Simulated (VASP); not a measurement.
Write the native input for VASP 6.6.1 that does the following.

```
Task                   : single point
Functional             : PBEsol
Potentials or basis    : VASP PAW PBE potentials, release 64 (Pt)
Cutoff                 : 520 eV
k mesh                 : 12 × 12 × 6, shifted
Occupations            : methfessel-paxton, width 0.1 eV
Spin                   : no spin polarisation
Dipole correction      : no
Further INCAR settings : ALGO = Normal; EDIFF = 1e-06; NBANDS = 17; ISYM = 0
```

The structure of Pt lies in POSCAR:

```
Pt
1.0
    2.7229359998     -0.0023845421      0.0000000000
   -1.3635330739      2.3569394776      0.0000000000
    0.0000000000      0.0000000000      4.6827892460
Pt
2
Direct
    0.6666896390      0.3333103610      0.7500000000
    0.3333103610      0.6666896390      0.2500000000
```

This isn't the form of Pt at room conditions, which is fcc.

One way to write it, as run:

INCAR

```
PREC = Accurate
ENCUT = 520
EDIFF = 1E-6
ISMEAR = 1
SIGMA = 0.1
LREAL = F
LASPH = T
NELM = 100
ALGO = Normal
ISIF = 2
LWAVE = F
LCHARG = F
GGA = PS
ISYM = 0
NBANDS = 17
```

KPOINTS

```
Automatic mesh
0
Gamma
  12 12 6
  0.5 0.5 0.5
```

Potentials or basis: VASP PAW PBE potentials, release 64 (Pt).

Launch:

```console
$ cat potpaw_PBE.64/Pt/POTCAR > POTCAR
$ mpirun -np 1 vasp_std > vasp.out
```

It gave:

| Property | Result |
| --- | --- |
| Pressure | 1.6 GPa |
| Largest force | 0.004 eV/Å |
| Band gap on the k mesh | zero (bands 10 and 11 overlap by 1.18 eV) |

Caveat: the PAW data sets were made with another functional, which shifts forces and pressure a little; spin-orbit coupling is left out, which moves the levels of the heavy elements.

Run time: 2.2 min on 1 thread of Intel(R) Xeon(R) Platinum 8488C (Sapphire Rapids), on a shared host, peak memory 0.29 GiB.
